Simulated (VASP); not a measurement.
Si2Mo: single point with LDA

The system is Si2Mo.

```
CELL_PARAMETERS angstrom
-1.57619 1.57619 3.86504
1.57619 -1.57619 3.86504
1.57619 1.57619 -3.86504
ATOMIC_POSITIONS crystal
Si 0.33518 0.33518 0.00000
Si 0.66482 0.66482 0.00000
Mo 0.00000 0.00000 0.00000
```

```json
{
 "Program": "VASP 6.6.1",
 "Task": "single point",
 "Functional": "LDA",
 "Potentials or basis": "VASP PAW LDA potentials, release 64 (Si, Mo_sv)",
 "Cutoff": "520 eV",
 "k mesh": "10 × 10 × 10",
 "Occupations": "gaussian, width 0.05 eV",
 "Spin": "no spin polarisation",
 "Dipole correction": "no",
 "Further INCAR settings": "ALGO = Normal; EDIFF = 1e-07; NBANDS = 18"
}
```

```json
{
  "Pressure": "5.5 GPa",
  "Largest force": "0.017 eV/Å",
  "Band gap on the k mesh": "zero (bands 11 and 12 overlap by 0.95 eV)"
}
```

Forces on the atoms (eV/Å):
```
Si   0.000  0.000 -0.017
Si   0.000  0.000  0.017
Mo   0.000  0.000  0.000
```

Levels at points of the mesh, in eV from the Fermi level:
| k point | band 7 | band 8 | band 9 | band 10 | band 11 | band 12 | band 13 | band 14 | band 15 | band 16 |
| --- | --- | --- | --- | --- | --- | --- | --- | --- | --- | --- |
| (0.00, 0.00, 0.00) | -3.27 | -3.23 | -2.66 | -2.66 | 0.48 | 3.18 | 3.49 | 3.73 | 3.73 | 4.38 |
| (0.50, 0.00, 0.00) | -5.07 | -4.50 | -2.67 | -2.63 | -0.48 | 2.47 | 3.26 | 4.37 | 4.47 | 5.69 |
| (0.50, 0.50, 0.00) | -5.70 | -5.09 | -4.51 | -3.16 | -1.08 | 2.52 | 2.99 | 3.38 | 3.58 | 4.92 |
| (0.50, 0.50, 0.50) | -3.73 | -2.25 | -0.54 | -0.54 | -0.37 | -0.37 | 0.63 | 4.95 | 5.63 | 6.20 |

Wall time 2.7 min on 1 thread of Intel Xeon 8259CL (shared host), peak memory 0.21 GiB.

Caveat: the cell stands under pressure.
